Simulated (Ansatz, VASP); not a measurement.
**Mo: VASP beside Ansatz**

The input INCAR:

```
SYSTEM = Mo
PREC = Accurate ; ENCUT = 520
EDIFF = 1E-6 ; ISMEAR = -1
SIGMA = 0.1 ; LREAL = .False.
LASPH = .True. ; NELM = 60
ALGO = Normal ; ISIF = 2
LWAVE = .False. ; LCHARG = .False.
GGA = PE ; NBANDS = 13
```

Contents of KPOINTS:

```
regular mesh
0
Gamma
  14 14 14
  0 0 0
```

POSCAR

```
Mo
1.0
    2.6039359908      0.0000000000      0.0000000000
    0.0000000000      2.6039359908      0.0000000000
    0.0000000000      0.0000000000      2.6039359908
Mo
1
Direct
    0.0000000000      0.0000000000      0.0000000000
```

Input for Ansatz:

```yaml
crystal:
  lattice:
    - [2.6039359908, 0.0, 0.0]
    - [0.0, 2.6039359908, 0.0]
    - [0.0, 0.0, 2.6039359908]
  atoms:
    - { symbol: Mo, position: [0.0, 0.0, 0.0] }
hamiltonian:
  xc: pbe
  pseudopotentials:
    kind: paw
    azcp:
      Mo: "pseudopotentials/Mo.paw.azcp"
basis:
  ecutwfc: 420
  fft_grid_basis: typed
kpoints:
  mp_grid: { grid: [14, 14, 14], shift: [0, 0, 0] }
magnetization:
  spin_polarized: false
scf:
  occupations: { method: fermi_dirac, width: 0.1 }
  lower_state_search: "off"
output:
  stress: true
```

Alike in both runs: task single point; functional PBE; k mesh 14 × 14 × 14; occupations fermi-dirac, width 0.1 eV; no spin polarisation.

|  | VASP | Ansatz |
| --- | --- | --- |
| version | VASP 6.6.1 | Ansatz 0.2.0 |
| potentials or method | VASP PAW PBE potentials, release 64 (Mo_sv), cutoff 520 eV | plane waves (420 eV) with PAW, scalar-relativistic |
| valence electrons in the cell | 14 | 14 |

Ansatz gave:

* pressure (GPa): -0.9

Question: What did VASP give for the same quantities?

Answer: Pressure (GPa): -0.5.

The functional is the same, so the differences come from potentials, cutoffs and numerics.
